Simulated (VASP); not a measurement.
# AgF4 (P4/mmm) in VASP: further runs

AgF4 is run at these levels: PBE; tasks: single point, relaxation of cell and atoms.

Everything below comes from runs of VASP 6.6.1. Logs are shortened: lines on timing, memory, paths and dates and some standing lists are left out, and cuts for length are marked.

## Step 1: The cell of the first run

The structure is tetragonal, space group P4/mmm (No. 123). The conventional cell has a = 3.621 Å, b = 3.621 Å, c = 5.299 Å, α = 90.00°, β = 90.00°, γ = 90.00°. Ag (site symmetry 4/mmm) has 8 F at 2.17 Å within 2.9 Å. F (site symmetry 2mm) has 2 Ag at 2.17 Å and 6 F at 2.40 to 2.90 Å within 2.9 Å.

## Step 2: Single point, PBE

INCAR reads:

```
PREC = Accurate ; ENCUT = 520
EDIFF = 1E-7 ; ISMEAR = 0
SIGMA = 0.1 ; LREAL = False
LASPH = True ; NELM = 100
ALGO = Normal ; ISIF = 2
LWAVE = False ; LCHARG = False
GGA = PE ; NBANDS = 28
```

KPOINTS reads:

```
Automatic mesh
0
Gamma
  10 10 8
```

POSCAR reads:

```
AgF4
1.0
    3.6206355223      0.0000000000      0.0000000000
    0.0000000000      3.6206355223      0.0000000000
    0.0000000000      0.0000000000      5.2994055704
Ag F
1 4
Direct
    0.0000000000      0.0000000000      0.0000000000
    0.5000000000      0.0000000000      0.2266598352
    0.0000000000      0.5000000000      0.7733401648
    0.5000000000      0.0000000000      0.7733401648
    0.0000000000      0.5000000000      0.2266598352
```

Potentials or basis: VASP PAW PBE potentials, release 64 (Ag, F).

The run is started by

```bash
$ cat potpaw_PBE.64/Ag/POTCAR potpaw_PBE.64/F/POTCAR > POTCAR
$ mpirun -np 1 vasp_std > vasp.out
```

OUTCAR:

```text
PREC = Accurate
   ENCUT = 520
   EDIFF = 1E-7
   ISMEAR = 0
   LREAL = False
   LASPH = True
   NELM = 100
   ISIF = 2
   GGA = PE

 ion  position               nearest neighbor table
   1  0.000  0.000  0.000-   2 2.17   3 2.17   4 2.17   5 2.17   3 2.17   5 2.17   2 2.17   4 2.17

   2  0.500  0.000  0.227-   1 2.17   1 2.17
   3  0.000  0.500  0.773-   1 2.17   1 2.17
   4  0.500  0.000  0.773-   1 2.17   1 2.17
   5  0.000  0.500  0.227-   1 2.17   1 2.17

  LATTYP: Found a simple tetragonal cell.
 ALAT       =     3.6206355223
 C/A-ratio  =     1.4636672313

  Lattice vectors:

 A1 = (   3.6206355223,   0.0000000000,   0.0000000000)
 A2 = (   0.0000000000,   3.6206355223,   0.0000000000)
 A3 = (   0.0000000000,   0.0000000000,   5.2994055704)

Analysis of symmetry for initial positions (statically):
=====================================================================
 Subroutine PRICEL returns:
 Original cell was already a primitive cell.

 Routine SETGRP: Setting up the symmetry group for a
 simple tetragonal supercell.

 Subroutine GETGRP returns: Found 16 space group operations
 (whereof 16 operations were pure point group operations)
 out of a pool of 16 trial point group operations.

The static configuration has the point symmetry D_4h.

Analysis of symmetry for dynamics (positions and initial velocities):
=====================================================================
 Subroutine PRICEL returns:
 Original cell was already a primitive cell.

 Routine SETGRP: Setting up the symmetry group for a
 simple tetragonal supercell.

 Subroutine GETGRP returns: Found 16 space group operations
 (whereof 16 operations were pure point group operations)
 out of a pool of 16 trial point group operations.

The dynamic configuration has the point symmetry D_4h.

 Subroutine INISYM returns: Found 16 space group operations
 (whereof 16 operations are pure point group operations),
 and found     1 'primitive' translations

----------------------------------------------------------------------------------------

                                     Primitive cell

  volume of cell :      69.4699

  direct lattice vectors                    reciprocal lattice vectors
     3.620635522  0.000000000  0.000000000     0.276194606  0.000000000  0.000000000
[... 86 lines left out ...]
   ISPIN  =      1    spin polarized calculation?
   LNONCOLLINEAR =      F non collinear calculations
   LSORBIT =      F    spin-orbit coupling
   LASPH  =      T    aspherical Exc in radial PAW
   ENCUT  =  520.0 eV  38.22 Ry    6.18 a.u.   6.73  6.73  9.85*2*pi/ulx,y,z
   NELM   =    100;   NELMIN=  2; NELMDL= -5     # of ELM steps
   EDIFF  = 0.1E-06   stopping-criterion for ELM
   LREAL  =      F    real-space projection
   EDIFFG = 0.1E-05   stopping-criterion for IOM
   NSW    =      0    number of steps for IOM
   IBRION =     -1    ionic relax: 0-MD 1-quasi-New 2-CG
   NFREE  =      0    steps in history (QN), initial steepest desc. (CG)
   ISIF   =      2    stress and relaxation
   ISYM   =      2    0-nonsym 1-usesym 2-fastsym
   POTIM  = 0.5000    time-step for ionic-motion
   TEBEG  =    0.0;   TEEND  =   0.0 temperature during run
   PSTRESS=    0.0 pullay stress
   NELECT =      39.0000    total number of electrons
   NUPDOWN=      -1.0000    fix difference up-down
   EMIN   =  10.00;   EMAX   =-10.00  energy-range for DOS
   EFERMI =   0.00;   METHOD = LEGACY
   ISMEAR =     0;   SIGMA  =   0.10  broadening in eV -4-tet -1-fermi 0-gaus
   EFERMI_NEDOS =   21; number of points for ismear=-14 and -15
   IALGO  =     38    algorithm
   IMIX   =      4    mixing-type and parameters
     AMIX     =   0.40;   BMIX     =  1.00
     AMIX_MAG =   1.60;   BMIX_MAG =  1.00
  volume/ion in A,a.u.               =      13.89        93.76
  Fermi-wavevector in a.u.,A,eV,Ry     =   1.350509  2.552092 24.815315  1.823874
  Thomas-Fermi vector in A             =   2.478007
   LORBIT       =      0    0 simple, 1 ext, 2 COOP (PROOUT), +10 PAW based schemes
   GGA     = PE    functional components
   LHFCALC =     F    Hartree Fock is set to
   AEXX    =    0.0000 exact exchange contribution
   IVDW    =     0    specifies the selected vdW correction
   LEPSILON=     F    determine dielectric tensor
   LRPA    =     F    only Hartree local field effects (RPA)
 non-spin polarized calculation
 Gauss-broadening in eV      SIGMA  =   0.10
  energy-cutoff  :      520.00
  volume of cell :       69.47
 maximum number of plane-waves:      1908
 NGX is ok and might be reduce to    28
   NGX = 13   NGY = 13   NGZ = 19

 number of electron      39.0000004 magnetization

 Free energy of the ion-electron system (eV)
  ---------------------------------------------------
  ext. energy  EPLUGINS =         0.00000000
  ---------------------------------------------------
  free energy    TOTEN  =       -12.44906346 eV

  energy without entropy =      -12.39990974  energy(sigma->0) =      -12.42448660

 E-fermi :  -1.7905     XC(G=0):  -9.2431

 val. band max:       -1.7951509494   @ k =   0.4000   0.4000   0.1250
 cond. band min:      -1.7852781368   @ k =   0.3000   0.0000   0.3750
 fundamental gap:      0.0098728126
 Fermi energy:        -1.7904674870

 k-point     1 :       0.0000    0.0000    0.0000
  band No.  band energies     occupation
      1     -23.1813      2.00000
      2     -22.5605      2.00000
      3     -22.3046      2.00000
      4     -21.7799      2.00000
      5      -7.2618      2.00000
      6      -7.2618      2.00000
[... 733 lines left out ...]
     27      14.3346      0.00000
     28      16.0504      0.00000

 [... further k-points ...]
[... 5 lines left out ...]
  --------------------------------------------------------------------------------------
  -------------------------------------------------------------------------------------
  Total       -0.0518543     -0.0518543     -0.0531366      0.0000000      0.0000000     -0.0000000
  in kB       -1.1959092     -1.1959092     -1.2254848      0.0000000      0.0000000     -0.0000000
  external PRESSURE =      -1.2057677 kB  Pullay stress =       0.0000000 kB

 VOLUME and BASIS-vectors are now :
 -----------------------------------------------------------------------------
  energy-cutoff  :      520.00
  volume of cell :       69.47
      direct lattice vectors                 reciprocal lattice vectors
     3.620635522  0.000000000  0.000000000     0.276194606  0.000000000  0.000000000
     0.000000000  3.620635522  0.000000000     0.000000000  0.276194606  0.000000000
     0.000000000  0.000000000  5.299405570     0.000000000  0.000000000  0.188700409

 POSITION                                       TOTAL-FORCE (eV/Angst)
 -----------------------------------------------------------------------------------
      0.00000      0.00000      0.00000         0.000000      0.000000     -0.000000
      1.81032      0.00000      1.20116         0.000000      0.000000      0.027621
      0.00000      1.81032      4.09824        -0.000000      0.000000     -0.027621
      1.81032      0.00000      4.09824         0.000000      0.000000     -0.027621
      0.00000      1.81032      1.20116         0.000000      0.000000      0.027621
 -----------------------------------------------------------------------------------
    total drift:                                0.000000      0.000000     -0.000000

  FREE ENERGIE OF THE ION-ELECTRON SYSTEM (eV)
  ---------------------------------------------------
  free  energy   TOTEN  =       -12.4490634634 eV

  energy  without entropy=      -12.3999097446  energy(sigma->0) =      -12.42448660
```

OSZICAR:

```text
N       E                     dE             d eps       ncg     rms          rms(c)
DAV:   1     0.280177349939E+03    0.28018E+03   -0.21813E+04  5968   0.132E+03
DAV:   2    -0.546308810176E+01   -0.28564E+03   -0.27710E+03  6632   0.338E+02
DAV:   3    -0.206599823879E+02   -0.15197E+02   -0.15075E+02  6780   0.789E+01
DAV:   4    -0.207648663832E+02   -0.10488E+00   -0.10486E+00  6460   0.721E+00
DAV:   5    -0.207655850730E+02   -0.71869E-03   -0.71868E-03  6528   0.594E-01    0.207E+01
DAV:   6    -0.166795738438E+02    0.40860E+01   -0.28377E+01  6284   0.578E+01    0.364E+01
DAV:   7    -0.128048394298E+02    0.38747E+01   -0.70229E+00  6088   0.260E+01    0.104E+01
DAV:   8    -0.124921578917E+02    0.31268E+00   -0.13415E+00  6172   0.115E+01    0.380E+00
DAV:   9    -0.124789609254E+02    0.13197E-01   -0.33160E-01  6312   0.630E+00    0.348E+00
DAV:  10    -0.124518009709E+02    0.27160E-01   -0.63792E-02  6172   0.318E+00    0.119E+00
DAV:  11    -0.124503956384E+02    0.14053E-02   -0.96130E-03  6408   0.748E-01    0.391E-01
DAV:  12    -0.124491341242E+02    0.12615E-02   -0.15300E-03  6144   0.526E-01    0.232E-01
DAV:  13    -0.124490990539E+02    0.35070E-04   -0.41817E-04  6172   0.155E-01    0.802E-02
DAV:  14    -0.124490750085E+02    0.24045E-04   -0.19149E-05  6396   0.502E-02    0.442E-02
DAV:  15    -0.124490636347E+02    0.11374E-04   -0.26018E-05  6152   0.690E-02    0.716E-03
DAV:  16    -0.124490635837E+02    0.51009E-07   -0.29027E-06  6376   0.140E-02    0.535E-03
DAV:  17    -0.124490634760E+02    0.10771E-06   -0.17619E-07  5284   0.341E-03    0.255E-03
DAV:  18    -0.124490634634E+02    0.12618E-07   -0.78730E-08  4392   0.276E-03
   1 F= -.12449063E+02 E0= -.12424487E+02  d E =-.491537E-01
```

Run time: 91 s. Hardware: 1 thread of AMD EPYC 9R45 (Zen 5), shared host; peak memory 0.26 GiB.

What came out:

| Item | Value |
| --- | --- |
| Free energy | -12.4491 eV |
| Pressure | -0.1 GPa |
| Largest force | 0.028 eV/Å |

Forces on the atoms (eV/Å):
```
Ag   0.000  0.000  0.000
F    0.000  0.000  0.028
F    0.000  0.000 -0.028
F    0.000  0.000 -0.028
F    0.000  0.000  0.028
```

Caveat: an odd number of electrons without spin polarisation forces a metal; a magnetic or distorted state may lie lower.

## Step 3: Relaxation of cell and atoms, PBE

This run uses another cell than the first one, of 13.27 Å³/atom, 0.955 times its volume.

INCAR reads:

```
ALGO = Normal ; EDIFF = 1E-7
EDIFFG = -0.01 ; ENCUT = 600
GGA = PE ; IBRION = 2
ISIF = 3 ; ISMEAR = 0
LASPH = T ; LCHARG = F
LREAL = F ; LWAVE = F
NELM = 100 ; NSW = 100
PREC = Accurate ; SIGMA = 0.1
```

KPOINTS reads:

```
k-points
0
Gamma
  10 10 8
```

POSCAR reads:

```
AgF4
1.0
    3.6335373399      0.0000000000      0.0000000000
    0.0000000000      3.6335373399      0.0000000000
    0.0000000000      0.0000000000      5.0259382715
Ag F
1 4
Direct
    0.0000000000      0.0000000000      0.0000000000
    0.5000000000      0.0000000000      0.2392434623
    0.0000000000      0.5000000000      0.7607565377
    0.5000000000      0.0000000000      0.7607565377
    0.0000000000      0.5000000000      0.2392434623
```

Potentials or basis: VASP PAW PBE potentials, release 64 (Ag, F).

The run is started by

```bash
$ cat potpaw_PBE.64/Ag/POTCAR potpaw_PBE.64/F/POTCAR > POTCAR
$ mpirun -np 1 vasp_std > vasp.out
```

Run time: 2.2 min. Hardware: 1 thread of AMD EPYC 9R45 (Zen 5), shared host; peak memory 0.28 GiB.

Results (log left out):

- Free energy: -12.4500 eV
- Relaxed volume: 13.24 Å³/atom
- Relaxed cell: a = 3.631 Å, b = 3.631 Å, c = 5.024 Å, α = 90.00°, β = 90.00°, γ = 90.00°
- Space group after relaxing (to 0.05 Å): P4/mmm (No. 123)
- Energy gained by relaxing: 0.0 meV/atom
- Ionic steps: 2
- Pressure after relaxing: 0.0 GPa
- Largest force after relaxing: 0.004 eV/Å

Forces on the atoms (eV/Å):
```
Ag   0.000  0.000  0.000
F    0.000  0.000  0.004
F    0.000  0.000 -0.004
F    0.000  0.000 -0.004
F    0.000  0.000  0.004
```

Stress tensor (GPa, compression positive):
```
-0.03  0.00  0.00
 0.00 -0.03  0.00
 0.00  0.00  0.06
```

Final structure:
```
CELL_PARAMETERS angstrom
3.63051 0.00000 0.00000
0.00000 3.63051 0.00000
0.00000 0.00000 5.02403
ATOMIC_POSITIONS crystal
Ag 0.00000 0.00000 0.00000
F 0.50000 0.00000 0.23918
F 0.00000 0.50000 0.76082
F 0.50000 0.00000 0.76082
F 0.00000 0.50000 0.23918
```

Levels at points of the mesh, in eV from the Fermi level:
| k point | band 17 | band 18 | band 19 | band 20 | band 21 | band 22 | band 23 |
| --- | --- | --- | --- | --- | --- | --- | --- |
| (0.00, 0.00, 0.00) | -0.83 | -0.41 | -0.26 | 0.38 | 0.38 | 6.38 | 12.56 |
| (0.50, 0.00, 0.00) | -0.89 | -0.62 | -0.39 | 0.05 | 0.36 | 9.10 | 11.12 |
| (0.50, 0.50, 0.00) | -0.34 | -0.07 | -0.03 | -0.03 | 0.31 | 10.63 | 13.24 |
| (0.00, 0.00, 0.50) | -0.91 | -0.91 | 0.17 | 0.29 | 0.29 | 7.46 | 9.88 |
| (0.50, 0.00, 0.50) | -1.26 | -0.78 | -0.50 | 0.06 | 0.27 | 9.47 | 11.54 |
| (0.50, 0.50, 0.50) | -0.78 | -0.78 | -0.26 | -0.14 | 0.37 | 10.68 | 13.26 |

Caveat: an odd number of electrons without spin polarisation forces a metal; a magnetic or distorted state may lie lower.

## Step 4: Single point, PBE

This run uses another cell than the first one, of 12.99 Å³/atom, 0.935 times its volume.

INCAR reads:

```
PREC = Accurate
ENCUT = 520
EDIFF = 1E-6
ISMEAR = 0
SIGMA = 0.1
LREAL = F
LASPH = T
NELM = 100
ALGO = Normal
ISIF = 2
LWAVE = F
LCHARG = T
GGA = PE
LELF = T
LVHAR = T
NBANDS = 28
```

KPOINTS reads:

```
Automatic mesh
0
Gamma
  6 6 4
```

POSCAR reads:

```
AgF4
1.0
    3.5811540000      0.0000000000      0.0000000000
    0.0000000000      3.5811540000      0.0000000000
    0.0000000000      0.0000000000      5.0645165600
Ag F
1 4
Direct
    0.0000000000      0.0000000000      0.0000000000
    0.5000000000      0.0000000000      0.2500000000
    0.0000000000      0.5000000000      0.7500000000
    0.5000000000      0.0000000000      0.7500000000
    0.0000000000      0.5000000000      0.2500000000
```

The run is started by

```bash
$ cat potpaw_PBE.64/Ag/POTCAR potpaw_PBE.64/F/POTCAR > POTCAR
$ mpirun -np 1 vasp_std > vasp.out
```

Wall time 25 s (1 thread of AMD EPYC 9R45 (Zen 5), shared host); peak memory 0.17 GiB.

It converged, with:

```yaml
Free_energy: -12.3853 eV
Pressure: -0.6 GPa
Largest_force: 0.390 eV/Å
```

Forces on the atoms (eV/Å):
```
Ag   0.000  0.000  0.000
F    0.000  0.000 -0.390
F    0.000  0.000  0.390
F    0.000  0.000  0.390
F    0.000  0.000 -0.390
```

Stress tensor (GPa, compression positive):
```
 1.32  0.00  0.00
 0.00  1.32  0.00
 0.00  0.00 -4.37
```

Levels at points of the mesh, in eV from the Fermi level:
```tsv
k point	band 16	band 17	band 18	band 19	band 20	band 21	band 22	band 23
(0.00, 0.00, 0.00)	-0.85	-0.85	-0.52	-0.24	0.35	0.35	6.26	12.74
(0.50, 0.00, 0.00)	-1.13	-0.90	-0.75	-0.47	0.06	0.31	8.95	10.73
(0.50, 0.50, 0.00)	-1.08	-0.23	-0.02	-0.02	-0.01	0.22	10.36	12.95
(0.00, 0.00, 0.50)	-1.01	-0.78	-0.78	0.24	0.24	0.30	7.30	10.14
(0.50, 0.00, 0.50)	-1.58	-1.31	-0.76	-0.54	0.08	0.19	9.28	11.07
(0.50, 0.50, 0.50)	-1.16	-0.84	-0.84	-0.14	-0.10	0.29	10.44	13.66
```

Caveat: an odd number of electrons without spin polarisation forces a metal; a magnetic or distorted state may lie lower.

## Step 5: Single point, PBE

This run uses another cell than the first one, of 13.27 Å³/atom, 0.955 times its volume.

INCAR reads:

```
PREC = Accurate ; ENCUT = 520
EDIFF = 1E-7 ; ISMEAR = 0
SIGMA = 0.1 ; LREAL = False
LASPH = True ; NELM = 100
ALGO = Normal ; ISIF = 2
LWAVE = False ; LCHARG = False
GGA = PE ; NBANDS = 28
```

KPOINTS is that of step 4.

POSCAR reads:

```
AgF4
1.0
    3.6335373399      0.0000000000      0.0000000000
    0.0000000000      3.6335373399      0.0000000000
    0.0000000000      0.0000000000      5.0259382715
Ag F
1 4
Direct
    0.0000000000      0.0000000000      0.0000000000
    0.5000000000      0.0000000000      0.2392434623
    0.0000000000      0.5000000000      0.7607565377
    0.5000000000      0.0000000000      0.7607565377
    0.0000000000      0.5000000000      0.2392434623
```

The run is started by

```bash
$ cat potpaw_PBE.64/Ag/POTCAR potpaw_PBE.64/F/POTCAR > POTCAR
$ mpirun -np 1 vasp_std > vasp.out
```

It took 27 s on 1 thread of AMD EPYC 9R45 (Zen 5), shared host; peak memory 0.17 GiB.

The run converged. Its results:

```yaml
Free_energy: -12.4480 eV
Pressure: -0.1 GPa
Largest_force: 0.003 eV/Å
```

Forces in eV/Å, atoms in the order of the input:
```
Ag   0.000  0.000  0.000
F    0.000  0.000 -0.003
F    0.000  0.000  0.003
F    0.000  0.000  0.003
F    0.000  0.000 -0.003
```

Levels at points of the mesh, in eV from the Fermi level:
| k point | band 16 | band 17 | band 18 | band 19 | band 20 | band 21 | band 22 | band 23 |
| --- | --- | --- | --- | --- | --- | --- | --- | --- |
| (0.00, 0.00, 0.00) | -0.84 | -0.83 | -0.42 | -0.26 | 0.38 | 0.38 | 6.37 | 12.55 |
| (0.50, 0.00, 0.00) | -1.12 | -0.89 | -0.62 | -0.39 | 0.05 | 0.36 | 9.08 | 11.11 |
| (0.50, 0.50, 0.00) | -1.23 | -0.34 | -0.07 | -0.03 | -0.03 | 0.31 | 10.61 | 13.22 |
| (0.00, 0.00, 0.50) | -0.98 | -0.91 | -0.91 | 0.17 | 0.29 | 0.29 | 7.44 | 9.87 |
| (0.50, 0.00, 0.50) | -1.53 | -1.26 | -0.77 | -0.50 | 0.06 | 0.27 | 9.45 | 11.53 |
| (0.50, 0.50, 0.50) | -1.28 | -0.78 | -0.78 | -0.27 | -0.14 | 0.37 | 10.66 | 13.25 |

Caveat: an odd number of electrons without spin polarisation forces a metal; a magnetic or distorted state may lie lower.

## Step 6: The runs side by side

| task | cell | k mesh | cutoff (eV) | gap on the mesh (eV) | pressure (GPa) | largest force (eV/Å) |
| --- | --- | --- | --- | --- | --- | --- |
| single point | a = 3.621, b = 3.621, c = 5.299 Å, 5 atoms | 10 × 10 × 8 | 520 | none | -0.1 | 0.03 |
| relaxation of cell and atoms | relaxed from a = 3.634, b = 3.634, c = 5.026 Å, 5 atoms | 10 × 10 × 8 | 600 | none | 0.0 | - |
| single point | a = 3.581, b = 3.581, c = 5.065 Å, 5 atoms | 6 × 6 × 4 | 520 | none | -0.6 | 0.39 |
| single point | a = 3.634, b = 3.634, c = 5.026 Å, 5 atoms | 6 × 6 × 4 | 520 | none | -0.1 | - |

Alike in all rows: level PBE; potentials or basis VASP PAW PBE potentials, release 64 (Ag, F); no spin polarisation; smearing gaussian 0.1 eV.

Caveats: an odd number of electrons without spin polarisation forces a metal; a magnetic or distorted state may lie lower.

Absolute energies hang on the potentials; compare differences alone.
